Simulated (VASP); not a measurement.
# SnO (P4/nmm) in VASP: notebook, part 2 of 2

VASP 6.6.1. Earlier steps stand in the parts before.

**5. Single point, PBEsol (17.88 Å³/atom)**

This run uses another cell than the first one, of 17.88 Å³/atom.

Contents of INCAR:

```
ALGO = Normal
EDIFF = 1E-7
ENCUT = 520
GGA = PS
ISIF = 2
ISMEAR = 0
LASPH = True
LCHARG = True
LELF = True
LREAL = False
LVHAR = True
LWAVE = False
NBANDS = 28
NELM = 100
PREC = Accurate
SIGMA = 0.15
```

Contents of KPOINTS:

```
k-points
0
Gamma
  12 12 10
```

Contents of POSCAR:

```
SnO
1.0
    4.0957640298      0.0000000000      0.0000000000
    0.0000000000      4.0957640298      0.0000000000
    0.0000000000      0.0000000000      4.2624616259
Sn O
2 2
Direct
    0.0000000000      0.5000000000      0.2425296443
    0.5000000000      0.0000000000      0.7574703557
    0.0000000000      0.0000000000      0.0000000000
    0.5000000000      0.5000000000      0.0000000000
```

The run is started by

```bash
cat potpaw_PBE.64/Sn_d/POTCAR potpaw_PBE.64/O/POTCAR > POTCAR
mpirun -np 1 vasp_std > vasp.out
```

Wall time 2.1 min (1 thread of Intel Xeon 6975P-C (Granite Rapids), shared host); peak memory 0.37 GiB.

The run converged. Its results:

```yaml
Free_energy: -23.8512 eV
Pressure: -5.7 GPa
Largest_force: 0.006 eV/Å
Band_gap_on_the_k_mesh: 0.77 eV (least direct gap 1.39 eV)
```

Forces on the atoms (eV/Å):
```
Sn   0.000  0.000  0.006
Sn   0.000  0.000 -0.006
O    0.000  0.000  0.000
O    0.000  0.000  0.000
```

Stress tensor (GPa, compression positive):
```
-9.13  0.00  0.00
 0.00 -9.13  0.00
 0.00  0.00  1.26
```

Levels at points of the mesh, in eV from the valence-band top:
```tsv
k point	band 16	band 17	band 18	band 19	band 20	band 21	band 22	band 23	band 24	band 25
(0.00, 0.00, 0.00)	-5.31	-2.60	-2.60	-2.26	-0.42	2.47	4.95	4.95	5.79	7.06
(0.50, 0.00, 0.00)	-4.04	-3.40	-3.40	-1.37	-1.37	3.95	3.95	6.00	6.00	6.45
(0.50, 0.50, 0.00)	-3.45	-1.91	-1.91	-0.65	-0.65	0.77	0.77	5.99	5.99	7.90
(0.00, 0.00, 0.50)	-2.59	-2.59	-2.51	-2.46	-0.30	1.19	2.91	3.11	3.11	8.67
(0.50, 0.00, 0.50)	-4.46	-3.92	-3.92	-0.58	-0.58	3.22	3.22	5.30	5.30	6.90
(0.50, 0.50, 0.50)	-4.30	-2.11	-2.11	-1.91	-1.91	3.63	3.63	5.09	5.09	5.35
```

Caveat: the cell stands under tension; the PAW data sets were made with another functional, which shifts forces and pressure a little; spin-orbit coupling is left out, which moves the levels of the heavy elements. As with any semilocal functional, this PBEsol gap is likely too small.

**6. Single point, PBEsol (17.88 Å³/atom)**

This run uses another cell than the first one, of 17.88 Å³/atom.

Contents of INCAR:

```
SYSTEM = SnO
  PREC = Accurate
  ENCUT = 520
  EDIFF = 1E-7
  ISMEAR = 0
  SIGMA = 0.15
  LREAL = .False.
  LASPH = .True.
  NELM = 80
  ALGO = Normal
  ISIF = 2
  LWAVE = .False.
  LCHARG = .False.
  GGA = PS
  NBANDS = 28
```

Contents of KPOINTS:

```
Automatic mesh
0
Gamma
  12 12 10
  0 0 0
```

Contents of POSCAR:

```
SnO
1.0
    3.9333641658      0.0000000000      0.0000000000
    0.0000000000      3.9333641658      0.0000000000
    0.0000000000      0.0000000000      4.6217028948
Sn O
2 2
Direct
    0.0000000000      0.5000000000      0.2425296443
    0.5000000000      0.0000000000      0.7574703557
    0.0000000000      0.0000000000      0.0000000000
    0.5000000000      0.5000000000      0.0000000000
```

Potentials or basis: VASP PAW PBE potentials, release 64 (Sn_d, O).

The run is started by

```bash
cat potpaw_PBE.64/Sn_d/POTCAR potpaw_PBE.64/O/POTCAR > POTCAR
mpirun -np 1 vasp_std > vasp.out
```

OUTCAR:

```text
SYSTEM = SnO
   PREC = Accurate
   ENCUT = 520
   EDIFF = 1E-7
   ISMEAR = 0
   LREAL = .False.
   LASPH = .True.
   NELM = 80
   ISIF = 2
   GGA = PS

 ion  position               nearest neighbor table
   1  0.000  0.500  0.243-   3 2.26   4 2.26   3 2.26   4 2.26   2 3.57   2 3.57   2 3.57   2 3.57
                             2 3.66   2 3.66   2 3.66   2 3.66
   2  0.500  0.000  0.757-   3 2.26   4 2.26   4 2.26   3 2.26   1 3.57   1 3.57   1 3.57   1 3.57
                             1 3.66   1 3.66   1 3.66   1 3.66
   3  0.000  0.000  0.000-   1 2.26   2 2.26   1 2.26   2 2.26
   4  0.500  0.500  0.000-   1 2.26   2 2.26   2 2.26   1 2.26

  LATTYP: Found a simple tetragonal cell.
 ALAT       =     3.9333641658
 C/A-ratio  =     1.1750000000

  Lattice vectors:

 A1 = (   3.9333641658,   0.0000000000,   0.0000000000)
 A2 = (   0.0000000000,   3.9333641658,   0.0000000000)
 A3 = (   0.0000000000,   0.0000000000,   4.6217028948)

Analysis of symmetry for initial positions (statically):
=====================================================================
 Subroutine PRICEL returns:
 Original cell was already a primitive cell.

 Routine SETGRP: Setting up the symmetry group for a
 simple tetragonal supercell.

 Subroutine GETGRP returns: Found 16 space group operations
 (whereof  8 operations were pure point group operations)
 out of a pool of 16 trial point group operations.

The static configuration has the point symmetry D_2d.
 The point group associated with its full space group is D_4h.

Analysis of symmetry for dynamics (positions and initial velocities):
=====================================================================
 Subroutine PRICEL returns:
 Original cell was already a primitive cell.

 Routine SETGRP: Setting up the symmetry group for a
 simple tetragonal supercell.

[... 125 lines left out ...]
   EFERMI_NEDOS =   21; number of points for ismear=-14 and -15
   IALGO  =     38    algorithm
   IMIX   =      4    mixing-type and parameters
     AMIX     =   0.40;   BMIX     =  1.00
     AMIX_MAG =   1.60;   BMIX_MAG =  1.00
  volume/ion in A,a.u.               =      17.88       120.63
  Fermi-wavevector in a.u.,A,eV,Ry     =   1.348915  2.549081 24.756791  1.819573
  Thomas-Fermi vector in A             =   2.476545
   LORBIT       =      0    0 simple, 1 ext, 2 COOP (PROOUT), +10 PAW based schemes
   GGA     = PS    functional components
   LHFCALC =     F    Hartree Fock is set to
   AEXX    =    0.0000 exact exchange contribution
   IVDW    =     0    specifies the selected vdW correction
   LEPSILON=     F    determine dielectric tensor
   LRPA    =     F    only Hartree local field effects (RPA)
 non-spin polarized calculation
 Gauss-broadening in eV      SIGMA  =   0.15
  energy-cutoff  :      520.00
  volume of cell :       71.50
 maximum number of plane-waves:      1957
 NGX is ok and might be reduce to    30
   NGX = 15   NGY = 15   NGZ = 17

 number of electron      39.9999999 magnetization

 Free energy of the ion-electron system (eV)
  ---------------------------------------------------
  ext. energy  EPLUGINS =         0.00000000
  ---------------------------------------------------
  free energy    TOTEN  =       -24.13860753 eV

  energy without entropy =      -24.13834582  energy(sigma->0) =      -24.13847667

 E-fermi :   6.5964     XC(G=0): -10.4157

 val. band max:        6.3561265275   @ k =   0.1667   0.0833   0.0000
 cond. band min:       6.6884006482   @ k =   0.5000   0.5000   0.0000
 fundamental gap:      0.3322741207
 Fermi energy:         6.5963515844

 k-point     1 :       0.0000    0.0000    0.0000
  band No.  band energies     occupation
      1     -15.0889      2.00000
      2     -14.7336      2.00000
      3     -14.7336      2.00000
      4     -14.6978      2.00000
      5     -14.6938      2.00000
      6     -14.6892      2.00000
[... 733 lines left out ...]
     27      14.1230      0.00000
     28      14.6446      0.00000

 [... further k-points ...]

------------------------ aborting loop because EDIFF is reached ----------------------------------------

  FORCE on cell =-STRESS in cart. coord.  units (eV):
  Direction    XX          YY          ZZ          XY          YZ          ZX
  --------------------------------------------------------------------------------------
  -------------------------------------------------------------------------------------
  Total       -2.5277443     -2.5277443     -0.3484906      0.0000000      0.0000000      0.0000000
  in kB      -56.6387131    -56.6387131     -7.8085666      0.0000000      0.0000000      0.0000000
  external PRESSURE =     -40.3619976 kB  Pullay stress =       0.0000000 kB

 VOLUME and BASIS-vectors are now :
 -----------------------------------------------------------------------------
  energy-cutoff  :      520.00
  volume of cell :       71.50
      direct lattice vectors                 reciprocal lattice vectors
     3.933364166  0.000000000  0.000000000     0.254235295  0.000000000  0.000000000
     0.000000000  3.933364166  0.000000000     0.000000000  0.254235295  0.000000000
     0.000000000  0.000000000  4.621702895     0.000000000  0.000000000  0.216370464

 POSITION                                       TOTAL-FORCE (eV/Angst)
 -----------------------------------------------------------------------------------
      0.00000      1.96668      1.12090        -0.000000      0.000000     -0.177659
      1.96668      0.00000      3.50080         0.000000      0.000000      0.177659
      0.00000      0.00000      0.00000        -0.000000     -0.000000     -0.000000
      1.96668      1.96668      0.00000        -0.000000      0.000000     -0.000000
 -----------------------------------------------------------------------------------
    total drift:                                0.000000      0.000000     -0.000000

  FREE ENERGIE OF THE ION-ELECTRON SYSTEM (eV)
  ---------------------------------------------------
  free  energy   TOTEN  =       -24.1386075281 eV

  energy  without entropy=      -24.1383458219  energy(sigma->0) =      -24.13847667
```

OSZICAR:

```text
N       E                     dE             d eps       ncg     rms          rms(c)
DAV:   1     0.411762214313E+03    0.41176E+03   -0.19872E+04  9716   0.217E+03
DAV:   2     0.355609101705E+02   -0.37620E+03   -0.36154E+03  9752   0.536E+02
DAV:   3    -0.244042062776E+02   -0.59965E+02   -0.58839E+02 10760   0.179E+02
DAV:   4    -0.273247830564E+02   -0.29206E+01   -0.29055E+01 10844   0.421E+01
DAV:   5    -0.273944362094E+02   -0.69653E-01   -0.69640E-01 10364   0.705E+00    0.107E+01
DAV:   6    -0.242546138948E+02    0.31398E+01   -0.15365E+01 15212   0.441E+01    0.504E+00
DAV:   7    -0.241757787386E+02    0.78835E-01   -0.19593E+00 10924   0.825E+00    0.240E+00
DAV:   8    -0.241487486772E+02    0.27030E-01   -0.31647E-01 10360   0.348E+00    0.755E-01
DAV:   9    -0.241379625510E+02    0.10786E-01   -0.45397E-02 15600   0.205E+00    0.235E-01
DAV:  10    -0.241389985734E+02   -0.10360E-02   -0.70765E-03 13696   0.796E-01    0.143E-01
DAV:  11    -0.241385977857E+02    0.40079E-03   -0.22829E-03 14528   0.422E-01    0.280E-02
DAV:  12    -0.241386081512E+02   -0.10365E-04   -0.23544E-04 10304   0.107E-01    0.230E-02
DAV:  13    -0.241386073861E+02    0.76506E-06   -0.21277E-05 10236   0.293E-02    0.277E-03
DAV:  14    -0.241386074969E+02   -0.11082E-06   -0.99128E-07 12792   0.861E-03    0.185E-03
DAV:  15    -0.241386075281E+02   -0.31123E-07   -0.82467E-08  5972   0.220E-03
   1 F= -.24138608E+02 E0= -.24138477E+02  d E =-.261706E-03
```

stdout:

```text
POSCAR found type information on POSCAR SnO
 POSCAR found :  2 types and       4 ions
 scaLAPACK will be used
 -----------------------------------------------------------------------------
|                                                                             |
|                                                                             |
|     You enforced a specific xc type in the INCAR file but a different       |
|     I HOPE YOU KNOW WHAT YOU ARE DOING!                                     |
|                                                                             |
 -----------------------------------------------------------------------------

 LDA part: xc-table for (Slater+PW92), standard interpolation
 POSCAR, INCAR and KPOINTS ok, starting setup
 FFT: planning ... GRIDC
 FFT: planning ... GRID_SOFT
 FFT: planning ... GRID
 WAVECAR not read
 entering main loop
```

Run time: 2.3 min. Hardware: 1 thread of Intel Xeon 6975P-C (Granite Rapids), shared host; peak memory 0.37 GiB.

Results:

```
Free energy            : -24.1386 eV
Pressure               : -4.0 GPa
Largest force          : 0.178 eV/Å
Band gap on the k mesh : 0.33 eV (least direct gap 1.74 eV)
```

Forces on the atoms (eV/Å):
```
Sn   0.000  0.000 -0.178
Sn   0.000  0.000  0.178
O    0.000  0.000  0.000
O    0.000  0.000  0.000
```

Levels at points of the mesh, in eV from the valence-band top:
```csv
k point,band 17,band 18,band 19,band 20,band 21,band 22,band 23,band 24
"(0.00, 0.00, 0.00)",-2.89,-2.82,-2.82,-0.07,2.16,4.70,4.70,4.99
"(0.50, 0.00, 0.00)",-4.27,-4.27,-2.15,-2.15,3.56,3.56,5.88,5.88
"(0.50, 0.50, 0.00)",-2.16,-2.16,-1.41,-1.41,0.33,0.33,4.99,4.99
"(0.00, 0.00, 0.50)",-2.83,-2.83,-2.78,-1.36,1.49,2.96,2.96,3.38
"(0.50, 0.00, 0.50)",-4.32,-4.32,-1.21,-1.21,2.97,2.97,5.30,5.30
"(0.50, 0.50, 0.50)",-2.44,-2.44,-2.16,-2.16,2.81,2.81,4.55,4.55
```

Caveat: the cell stands under tension; the PAW data sets were made with another functional, which shifts forces and pressure a little; spin-orbit coupling is left out, which moves the levels of the heavy elements.

**7. The runs side by side**

| cell | gap on the mesh (eV) | pressure (GPa) | largest force (eV/Å) |
| --- | --- | --- | --- |
| a = 3.431, b = 3.431, c = 5.139 Å, 4 atoms | none | 20.7 | 0.98 |
| a = 3.646, b = 3.646, c = 4.552 Å, 4 atoms | none | 16.9 | 2.25 |
| a = 3.796, b = 3.796, c = 4.198 Å, 4 atoms | - | 13.7 | 2.16 |
| a = 4.096, b = 4.096, c = 4.262 Å, 4 atoms | 0.77 | -5.7 | 0.01 |
| a = 3.933, b = 3.933, c = 4.622 Å, 4 atoms | 0.33 | -4.0 | 0.18 |

Alike in all rows: task single point; level PBEsol; potentials or basis VASP PAW PBE potentials, release 64 (Sn_d, O); no spin polarisation; k mesh 12 × 12 × 10; cutoff (eV) 520; smearing gaussian 0.15 eV.

Caveats: the PAW data sets were made with another functional, which shifts forces and pressure a little; spin-orbit coupling is left out, which moves the levels of the heavy elements; the cell stands under pressure (at least some runs); the cell stands under tension (at least some runs); semilocal functionals underestimate gaps, so a narrow gap can read as zero (at least some runs).

Total energies depend on the potentials used, so only differences within one code and one set of settings carry meaning.
